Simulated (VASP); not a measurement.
# Sr3Zn (Pm-3m) in VASP: further runs, part 2 of 2

VASP 6.6.1.

### 4 Single point, PBE

This run uses another cell than the first one, of 23.80 Å³/atom, 1.224 times its volume.

Contents of INCAR:

```
PREC = Accurate
ENCUT = 520
EDIFF = 1E-6
ISMEAR = -1
SIGMA = 0.15
LREAL = False
LASPH = True
NELM = 60
ALGO = Normal
ISIF = 2
LWAVE = False
LCHARG = False
GGA = PE
NBANDS = 29
```

Contents of KPOINTS:

```
Automatic mesh
0
Gamma
  4 4 4
```

Contents of POSCAR:

```
Sr3Zn
1.0
    4.5663609147      0.0000000000      0.0000000000
    0.0000000000      4.5663609147      0.0000000000
    0.0000000000      0.0000000000      4.5663609147
Sr Zn
3 1
Direct
    0.5000000000      0.0000000000      0.5000000000
    0.5000000000      0.5000000000      0.0000000000
    0.0000000000      0.5000000000      0.5000000000
    0.0000000000      0.0000000000      0.0000000000
```

Potentials or basis: VASP PAW PBE potentials, release 64 (Sr_sv, Zn).

The run is started by

```
> cat potpaw_PBE.64/Sr_sv/POTCAR potpaw_PBE.64/Zn/POTCAR > POTCAR
> mpirun -np 1 vasp_std > vasp.out
```

OUTCAR:

```text
PREC = Accurate
   ENCUT = 520
   EDIFF = 1E-6
   ISMEAR = -1
   LREAL = False
   LASPH = True
   NELM = 60
   ISIF = 2
   GGA = PE

 ion  position               nearest neighbor table
   1  0.500  0.000  0.500-   2 3.23   3 3.23   4 3.23   2 3.23   4 3.23   2 3.23   3 3.23   2 3.23
                             3 3.23   4 3.23   4 3.23   3 3.23
   2  0.500  0.500  0.000-   1 3.23   3 3.23   4 3.23   1 3.23   3 3.23   1 3.23   4 3.23   1 3.23
                             3 3.23   4 3.23   3 3.23   4 3.23
   3  0.000  0.500  0.500-   1 3.23   2 3.23   4 3.23   2 3.23   4 3.23   1 3.23   4 3.23   4 3.23
                             1 3.23   2 3.23   2 3.23   1 3.23
   4  0.000  0.000  0.000-   1 3.23   2 3.23   3 3.23   1 3.23   3 3.23   2 3.23   3 3.23   3 3.23
                             1 3.23   2 3.23   1 3.23   2 3.23

  LATTYP: Found a simple cubic cell.
 ALAT       =     4.5663609147

  Lattice vectors:

 A1 = (   4.5663609147,   0.0000000000,   0.0000000000)
 A2 = (   0.0000000000,   4.5663609147,   0.0000000000)
 A3 = (   0.0000000000,   0.0000000000,   4.5663609147)

Analysis of symmetry for initial positions (statically):
=====================================================================
 Subroutine PRICEL returns:
 Original cell was already a primitive cell.

 Routine SETGRP: Setting up the symmetry group for a
 simple cubic supercell.

 Subroutine GETGRP returns: Found 48 space group operations
 (whereof 48 operations were pure point group operations)
 out of a pool of 48 trial point group operations.

The static configuration has the point symmetry O_h .

Analysis of symmetry for dynamics (positions and initial velocities):
=====================================================================
 Subroutine PRICEL returns:
 Original cell was already a primitive cell.

 Routine SETGRP: Setting up the symmetry group for a
 simple cubic supercell.

 Subroutine GETGRP returns: Found 48 space group operations
[... 109 lines left out ...]
   IALGO  =     38    algorithm
   IMIX   =      4    mixing-type and parameters
     AMIX     =   0.40;   BMIX     =  1.00
     AMIX_MAG =   1.60;   BMIX_MAG =  1.00
  volume/ion in A,a.u.               =      23.80       160.64
  Fermi-wavevector in a.u.,A,eV,Ry     =   1.246200  2.354976 21.130039  1.553014
  Thomas-Fermi vector in A             =   2.380388
   LORBIT       =      0    0 simple, 1 ext, 2 COOP (PROOUT), +10 PAW based schemes
   GGA     = PE    functional components
   LHFCALC =     F    Hartree Fock is set to
   AEXX    =    0.0000 exact exchange contribution
   IVDW    =     0    specifies the selected vdW correction
   LEPSILON=     F    determine dielectric tensor
   LRPA    =     F    only Hartree local field effects (RPA)
 non-spin polarized calculation
  energy-cutoff  :      520.00
  volume of cell :       95.22
 maximum number of plane-waves:      2562
 NGX is ok and might be reduce to    36
   NGX = 17   NGY = 17   NGZ = 17

 number of electron      42.0000008 magnetization

 Free energy of the ion-electron system (eV)
  ---------------------------------------------------
  ext. energy  EPLUGINS =         0.00000000
  ---------------------------------------------------
  free energy    TOTEN  =        -3.00010388 eV

  energy without entropy =       -2.70753513  energy(sigma->0) =       -2.85381950

 E-fermi :   4.3125     XC(G=0): -10.1980

 val. band max:        4.3017296126   @ k =   0.2500   0.2500   0.0000
 cond. band min:       4.3658788396   @ k =   0.5000   0.5000   0.2500
 fundamental gap:      0.0641492269
 Fermi energy:         4.3124666311

 k-point     1 :       0.0000    0.0000    0.0000
  band No.  band energies     occupation
      1     -31.4314      2.00000
      2     -31.0009      2.00000
      3     -31.0009      2.00000
      4     -14.1853      2.00000
      5     -14.1853      2.00000
      6     -14.1853      2.00000
[... 309 lines left out ...]
     28       7.7222      0.00000
     29       8.7779      0.00000

------------------------ aborting loop because EDIFF is reached ----------------------------------------

  FORCE on cell =-STRESS in cart. coord.  units (eV):
  Direction    XX          YY          ZZ          XY          YZ          ZX
  --------------------------------------------------------------------------------------
  -------------------------------------------------------------------------------------
  Total       12.0674536     12.0674536     12.0674536      0.0000000      0.0000000      0.0000000
  in kB      203.0558548    203.0558548    203.0558548      0.0000000      0.0000000      0.0000000
  external PRESSURE =     203.0558548 kB  Pullay stress =       0.0000000 kB

 VOLUME and BASIS-vectors are now :
 -----------------------------------------------------------------------------
  energy-cutoff  :      520.00
  volume of cell :       95.22
      direct lattice vectors                 reciprocal lattice vectors
     4.566360915  0.000000000  0.000000000     0.218992764  0.000000000  0.000000000
     0.000000000  4.566360915  0.000000000     0.000000000  0.218992764  0.000000000
     0.000000000  0.000000000  4.566360915     0.000000000  0.000000000  0.218992764

 POSITION                                       TOTAL-FORCE (eV/Angst)
 -----------------------------------------------------------------------------------
      2.28318      0.00000      2.28318         0.000000      0.000000      0.000000
      2.28318      2.28318      0.00000         0.000000      0.000000      0.000000
      0.00000      2.28318      2.28318         0.000000      0.000000      0.000000
      0.00000      0.00000      0.00000         0.000000      0.000000      0.000000
 -----------------------------------------------------------------------------------
    total drift:                                0.000000      0.000000      0.000000

  FREE ENERGIE OF THE ION-ELECTRON SYSTEM (eV)
  ---------------------------------------------------
  free  energy   TOTEN  =        -3.0001038772 eV

  energy  without entropy=       -2.7075351279  energy(sigma->0) =       -2.85381950
```

OSZICAR:

```text
N       E                     dE             d eps       ncg     rms          rms(c)
DAV:   1     0.337159454844E+03    0.33716E+03   -0.20644E+04   580   0.154E+03
DAV:   2     0.287477182802E+02   -0.30841E+03   -0.29844E+03   590   0.375E+02
DAV:   3    -0.230047899542E+01   -0.31048E+02   -0.30323E+02   913   0.103E+02
DAV:   4    -0.351179150953E+01   -0.12113E+01   -0.11857E+01   795   0.157E+01
DAV:   5    -0.356149923641E+01   -0.49708E-01   -0.49611E-01   815   0.309E+00    0.362E+01
DAV:   6    -0.308810303066E+01    0.47340E+00   -0.33421E+00   814   0.144E+01    0.197E+01
DAV:   7    -0.305561260808E+01    0.32490E-01   -0.11961E+00   810   0.812E+00    0.611E+00
DAV:   8    -0.299865168912E+01    0.56961E-01   -0.31724E-01   820   0.405E+00    0.515E-01
DAV:   9    -0.300004337827E+01   -0.13917E-02   -0.17669E-02   764   0.512E-01    0.195E-01
DAV:  10    -0.300012776665E+01   -0.84388E-04   -0.15779E-03   827   0.266E-01    0.102E-01
DAV:  11    -0.300010574517E+01    0.22021E-04   -0.35571E-04   814   0.146E-01    0.370E-02
DAV:  12    -0.300010391135E+01    0.18338E-05   -0.26928E-05   812   0.285E-02    0.818E-03
DAV:  13    -0.300010387721E+01    0.34139E-07   -0.11876E-06   520   0.658E-03
   1 F= -.30001039E+01 E0= -.28538195E+01  d E =-.292569E+00
```

stdout:

```text
POSCAR found type information on POSCAR SrZn
 POSCAR found :  2 types and       4 ions
 scaLAPACK will be used
 LDA part: xc-table for (Slater+PW92), standard interpolation
 POSCAR, INCAR and KPOINTS ok, starting setup
 FFT: planning ... GRIDC
 FFT: planning ... GRID_SOFT
 FFT: planning ... GRID
 WAVECAR not read
 entering main loop
```

Run time: 56 s. Hardware: 1 thread of AMD EPYC 7R13, shared host; peak memory 0.18 GiB.

Results:

| Item | Value |
| --- | --- |
| Free energy | -3.0001 eV |
| Pressure | 20.3 GPa |
| Band gap on the k mesh | zero (band 21 reaches 4.63 eV, above the bottom of band 22 at 4.15 eV) |

Levels at points of the mesh, in eV from the Fermi level:
| k point | band 17 | band 18 | band 19 | band 20 | band 21 | band 22 | band 23 | band 24 | band 25 | band 26 |
| --- | --- | --- | --- | --- | --- | --- | --- | --- | --- | --- |
| (0.00, 0.00, 0.00) | -6.95 | -5.78 | -2.67 | -0.12 | -0.12 | 0.28 | 0.28 | 0.28 | 2.49 | 2.49 |
| (0.50, 0.00, 0.00) | -6.90 | -4.16 | -2.50 | -0.95 | 0.20 | 0.20 | 0.79 | 1.75 | 3.03 | 3.03 |
| (0.50, 0.50, 0.00) | -6.87 | -3.73 | -1.13 | -1.13 | -0.48 | 0.71 | 1.34 | 1.34 | 1.83 | 3.12 |
| (0.50, 0.50, 0.50) | -6.88 | -4.68 | -0.43 | -0.43 | -0.43 | 0.97 | 0.97 | 0.97 | 3.13 | 3.13 |

### 5 Single point, PBE

This run uses another cell than the first one, of 28.37 Å³/atom, 1.459 times its volume.

Contents of INCAR:

```
SYSTEM = Sr3Zn
PREC = Accurate ; ENCUT = 520
EDIFF = 1E-6 ; ISMEAR = -1
SIGMA = 0.15 ; LREAL = .FALSE.
LASPH = .TRUE. ; NELM = 60
ALGO = Normal ; ISIF = 2
LWAVE = .FALSE. ; LCHARG = .FALSE.
GGA = PE ; NBANDS = 29
```

Contents of KPOINTS:

```
regular mesh
0
G
  4 4 4
  0 0 0
```

Contents of POSCAR:

```
Sr3Zn
1.0
    4.8414263113      0.0000000000      0.0000000000
    0.0000000000      4.8414263113      0.0000000000
    0.0000000000      0.0000000000      4.8414263113
Sr Zn
3 1
Direct
    0.5000000000      0.0000000000      0.5000000000
    0.5000000000      0.5000000000      0.0000000000
    0.0000000000      0.5000000000      0.5000000000
    0.0000000000      0.0000000000      0.0000000000
```

The run is started by

```
> cat potpaw_PBE.64/Sr_sv/POTCAR potpaw_PBE.64/Zn/POTCAR > POTCAR
> mpirun -np 1 vasp_std > vasp.out
```

It took 65 s on 1 thread of AMD EPYC 7R13, shared host; peak memory 0.18 GiB.

It converged, with:

| Item | Value |
| --- | --- |
| Free energy | -4.6650 eV |
| Pressure | 10.1 GPa |
| Band gap on the k mesh | zero (band 21 reaches 3.79 eV, above the bottom of band 22 at 3.09 eV) |

Levels at points of the mesh, in eV from the Fermi level:
| k point | band 17 | band 18 | band 19 | band 20 | band 21 | band 22 | band 23 | band 24 | band 25 | band 26 |
| --- | --- | --- | --- | --- | --- | --- | --- | --- | --- | --- |
| (0.00, 0.00, 0.00) | -6.82 | -5.47 | -2.29 | -0.02 | -0.02 | 0.50 | 0.50 | 0.50 | 1.90 | 1.90 |
| (0.50, 0.00, 0.00) | -6.79 | -4.15 | -2.56 | -0.77 | 0.21 | 0.21 | 0.96 | 1.52 | 2.51 | 2.51 |
| (0.50, 0.50, 0.00) | -6.77 | -3.68 | -1.34 | -1.34 | -0.20 | 0.07 | 1.36 | 1.36 | 1.53 | 2.69 |
| (0.50, 0.50, 0.50) | -6.78 | -4.21 | -0.51 | -0.51 | -0.51 | 0.48 | 0.48 | 0.48 | 2.25 | 2.95 |

### 6 Single point, PBE

This run uses another cell than the first one, of 41.14 Å³/atom, 2.116 times its volume.

Contents of INCAR:

```
SYSTEM = Sr3Zn
PREC = Accurate
ENCUT = 520
EDIFF = 1E-7
ISMEAR = -1
SIGMA = 0.15
LREAL = .False.
LASPH = .True.
NELM = 80
ALGO = Normal
ISIF = 2
LWAVE = .False.
LCHARG = .False.
GGA = PE
NBANDS = 29
```

Contents of KPOINTS:

```
regular mesh
0
Gamma
  4 4 4
  0 0 0
```

Contents of POSCAR:

```
Sr3Zn
1.0
    5.4799420000      0.0000000000      0.0000000000
    0.0000000000      5.4799420000      0.0000000000
    0.0000000000      0.0000000000      5.4799420000
Sr Zn
3 1
Direct
    0.5000000000      0.0000000000      0.5000000000
    0.5000000000      0.5000000000      0.0000000000
    0.0000000000      0.5000000000      0.5000000000
    0.0000000000      0.0000000000      0.0000000000
```

Potentials or basis: VASP PAW PBE potentials, release 64 (Sr_sv, Zn).

The run is started by

```
> cat potpaw_PBE.64/Sr_sv/POTCAR potpaw_PBE.64/Zn/POTCAR > POTCAR
> mpirun -np 1 vasp_std > vasp.out
```

It took 1.9 min on 1 thread of AMD EPYC 7R13, shared host; peak memory 0.23 GiB.

It converged, with:

| Quantity | Value |
| --- | --- |
| Free energy | -5.9012 eV |
| Pressure | 0.0 GPa |
| Band gap on the k mesh | zero (band 21 reaches 2.30 eV, above the bottom of band 22 at 1.79 eV) |

Levels at points of the mesh, in eV from the Fermi level:
```csv
k point,band 18,band 19,band 20,band 21,band 22,band 23,band 24,band 25
"(0.00, 0.00, 0.00)",-4.77,-1.76,0.11,0.11,0.74,0.74,0.74,1.05
"(0.50, 0.00, 0.00)",-3.88,-2.57,-0.34,0.26,0.26,1.10,1.19,1.53
"(0.50, 0.50, 0.00)",-3.46,-1.47,-1.47,-0.84,0.20,1.07,1.28,1.28
"(0.50, 0.50, 0.50)",-3.52,-0.64,-0.64,-0.64,-0.07,-0.07,-0.07,0.65
```

### 7 The runs side by side

| cell | gap on the mesh (eV) | pressure (GPa) |
| --- | --- | --- |
| a = 4.269 Å, 4 atoms | none | 40.8 |
| a = 4.395 Å, 4 atoms | none | 30.5 |
| a = 4.566 Å, 4 atoms | none | 20.3 |
| a = 4.841 Å, 4 atoms | none | 10.1 |
| a = 5.480 Å, 4 atoms | none | 0.0 |

Alike in all rows: task single point; level PBE; potentials or basis VASP PAW PBE potentials, release 64 (Sr_sv, Zn); no spin polarisation; k mesh 4 × 4 × 4; cutoff (eV) 520; smearing fermi-dirac 0.15 eV.

Caveats: some runs use coarse meshes.

Absolute energies hang on the potentials; compare differences alone.
